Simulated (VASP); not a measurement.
# Cr (Fm-3m) in VASP: single point with PBE

Aim: the single point of Cr with PBE.

Everything below comes from runs of VASP 6.6.1. Logs are shortened: lines on timing, memory, paths and dates and some standing lists are left out, and cuts for length are marked.

## 1. The cell of the first run

Symmetry: Fm-3m, No. 225, cubic system. Conventional cell: a = 3.509 Å, b = 3.509 Å, c = 3.509 Å, α = 90.00°, β = 90.00°, γ = 90.00°. Cr (site symmetry m-3m) has 12 Cr at 2.48 Å within 3.3 Å.

## 2. Single point, PBE, collinear spin, zero start

The input, INCAR:

```
PREC = Accurate ; ENCUT = 500
EDIFF = 1E-6 ; ISMEAR = -1
SIGMA = 0.1 ; LREAL = F
LASPH = T ; NELM = 200
ALGO = Normal ; ISIF = 2
LWAVE = F ; LCHARG = F
ISPIN = 2 ; MAGMOM = 0
LORBIT = 11 ; LMAXMIX = 4
GGA = PE ; NBANDS = 16
GGA_COMPAT = F
```

The input, KPOINTS:

```
regular mesh
0
Gamma
  8 8 8
```

The input, POSCAR:

```
Cr
1.0
    0.0000000000      1.7545000000      1.7545000000
    1.7545000000      0.0000000000      1.7545000000
    1.7545000000      1.7545000000      0.0000000000
Cr
1
Direct
    0.0000000000      0.0000000000      0.0000000000
```

Potentials or basis: VASP PAW PBE potentials, release 64 (Cr_pv).

Started as:

```bash
$ cat potpaw_PBE.64/Cr_pv/POTCAR > POTCAR
$ mpirun -np 1 vasp_std > vasp.out
```

OUTCAR:

```text
PREC = Accurate
   ENCUT = 500
   EDIFF = 1E-6
   ISMEAR = -1
   LREAL = F
   LASPH = T
   NELM = 200
   ISIF = 2
   ISPIN = 2
   LORBIT = 11
   GGA = PE

 ion  position               nearest neighbor table
   1  0.000  0.000  0.000-

  LATTYP: Found a face centered cubic cell.
 ALAT       =     3.5090000000

  Lattice vectors:

 A1 = (   0.0000000000,   1.7545000000,   1.7545000000)
 A2 = (   1.7545000000,   0.0000000000,   1.7545000000)
 A3 = (   1.7545000000,   1.7545000000,   0.0000000000)

Analysis of symmetry for initial positions (statically):
=====================================================================
 Subroutine PRICEL returns:
 Original cell was already a primitive cell.

 Routine SETGRP: Setting up the symmetry group for a
 face centered cubic supercell.

 Subroutine GETGRP returns: Found 48 space group operations
 (whereof 48 operations were pure point group operations)
 out of a pool of 48 trial point group operations.

The static configuration has the point symmetry O_h .

Analysis of symmetry for dynamics (positions and initial velocities):
=====================================================================
 Subroutine PRICEL returns:
 Original cell was already a primitive cell.

 Routine SETGRP: Setting up the symmetry group for a
 face centered cubic supercell.

 Subroutine GETGRP returns: Found 48 space group operations
 (whereof 48 operations were pure point group operations)
 out of a pool of 48 trial point group operations.

The dynamic configuration has the point symmetry O_h .

Analysis of structural, dynamic, and magnetic symmetry:
=====================================================================
 Subroutine PRICEL returns:
 Original cell was already a primitive cell.

 Routine SETGRP: Setting up the symmetry group for a
 face centered cubic supercell.

 Subroutine GETGRP returns: Found 48 space group operations
 (whereof 48 operations were pure point group operations)
 out of a pool of 48 trial point group operations.

The overall configuration has the point symmetry O_h .

 Subroutine INISYM returns: Found 48 space group operations
 (whereof 48 operations are pure point group operations),
 and found     1 'primitive' translations

----------------------------------------------------------------------------------------

                                     Primitive cell

  volume of cell :      10.8017

  direct lattice vectors                    reciprocal lattice vectors
[... 95 lines left out ...]
   PSTRESS=    0.0 pullay stress
   NELECT =      12.0000    total number of electrons
   NUPDOWN=      -1.0000    fix difference up-down
   EMIN   =  10.00;   EMAX   =-10.00  energy-range for DOS
   EFERMI =   0.00;   METHOD = LEGACY
   ISMEAR =    -1;   SIGMA  =   0.10  broadening in eV -4-tet -1-fermi 0-gaus
   EFERMI_NEDOS =   21; number of points for ismear=-14 and -15
   IALGO  =     38    algorithm
   IMIX   =      4    mixing-type and parameters
     AMIX     =   0.40;   BMIX     =  1.00
     AMIX_MAG =   1.60;   BMIX_MAG =  1.00
  volume/ion in A,a.u.               =      10.80        72.89
  Fermi-wavevector in a.u.,A,eV,Ry     =   1.695529  3.204085 39.114279  2.874818
  Thomas-Fermi vector in A             =   2.776556
   LORBIT       =     11    0 simple, 1 ext, 2 COOP (PROOUT), +10 PAW based schemes
   GGA     = PE    functional components
   LHFCALC =     F    Hartree Fock is set to
   AEXX    =    0.0000 exact exchange contribution
   IVDW    =     0    specifies the selected vdW correction
   LEPSILON=     F    determine dielectric tensor
   LRPA    =     F    only Hartree local field effects (RPA)
 spin polarized calculation
  energy-cutoff  :      500.00
  volume of cell :       10.80
 maximum number of plane-waves:       290
   NGX =  9   NGY =  9   NGZ =  9

 number of electron      11.9999989 magnetization      -0.0000038

 number of electron      11.9999989 magnetization       0.0000014

 Free energy of the ion-electron system (eV)
  ---------------------------------------------------
  ext. energy  EPLUGINS =         0.00000000
  ---------------------------------------------------
  free energy    TOTEN  =        -9.06076822 eV

  energy without entropy =       -8.99934733  energy(sigma->0) =       -9.03005777

 E-fermi :  11.6219     XC(G=0): -14.0556

 val. band max:       11.5650609899   @ k =  -0.3750   0.3750   0.0000
 cond. band min:      11.7102245578   @ k =   0.3750   0.1250   0.0000
 fundamental gap:      0.1451635679
 Fermi energy:        11.6219066755

 spin component 1

 k-point     1 :       0.0000    0.0000    0.0000
  band No.  band energies     occupation
      1     -30.5395      1.00000
      2     -30.5395      1.00000
      3     -30.5395      1.00000
      4       3.8806      1.00000
      5      11.1504      0.99112
      6      11.1504      0.99112
[... 435 lines left out ...]
      5       9.5019      1.00000
      6      10.8694      0.99946
[... 8 lines left out ...]
     15      42.4643      0.00000
     16      47.7545      0.00000

 [... further k-points ...]

 spin component 2

 k-point     1 :       0.0000    0.0000    0.0000
  band No.  band energies     occupation
      1     -30.5395      1.00000
      2     -30.5395      1.00000
      3     -30.5395      1.00000
      4       3.8806      1.00000
      5      11.1504      0.99112
      6      11.1504      0.99112
[... 435 lines left out ...]
      5       9.5019      1.00000
      6      10.8694      0.99946
[... 8 lines left out ...]
     15      42.4644      0.00000
     16      47.7545      0.00000

 [... further k-points ...]
[... 5 lines left out ...]
  --------------------------------------------------------------------------------------
  -------------------------------------------------------------------------------------
  Total        1.9304647      1.9304647      1.9304647      0.0000000      0.0000000      0.0000000
  in kB      286.3402061    286.3402061    286.3402061      0.0000000      0.0000000      0.0000000
  external PRESSURE =     286.3402061 kB  Pullay stress =       0.0000000 kB

 VOLUME and BASIS-vectors are now :
 -----------------------------------------------------------------------------
  energy-cutoff  :      500.00
  volume of cell :       10.80
      direct lattice vectors                 reciprocal lattice vectors
     0.000000000  1.754500000  1.754500000    -0.284981476  0.284981476  0.284981476
     1.754500000  0.000000000  1.754500000     0.284981476 -0.284981476  0.284981476
     1.754500000  1.754500000  0.000000000     0.284981476  0.284981476 -0.284981476

 POSITION                                       TOTAL-FORCE (eV/Angst)
 -----------------------------------------------------------------------------------
      0.00000      0.00000      0.00000         0.000000      0.000000      0.000000
 -----------------------------------------------------------------------------------
    total drift:                                0.000000     -0.000000     -0.000000

  FREE ENERGIE OF THE ION-ELECTRON SYSTEM (eV)
  ---------------------------------------------------
  free  energy   TOTEN  =        -9.0607682183 eV

  energy  without entropy=       -8.9993473304  energy(sigma->0) =       -9.03005777

 total charge

# of ion       s       p       d       tot
------------------------------------------
    1        0.480   6.440   4.305  11.226

 magnetization (x)

# of ion       s       p       d       tot
------------------------------------------
    1        0.000  -0.000  -0.000  -0.000
```

It took 5.6 s on 1 thread of Intel Xeon 6975P-C (Granite Rapids), shared host; peak memory 0.12 GiB.

Results:

- Free energy: -9.0608 eV
- Pressure: 28.6 GPa
- Band gap on the k mesh: zero (filled and empty bands overlap)
- Net moment: 0.00 μB per cell
- Valence electrons inside the program's atomic spheres: Cr 11.23

Caveat: the k points lie up to 0.39 Å⁻¹ apart.
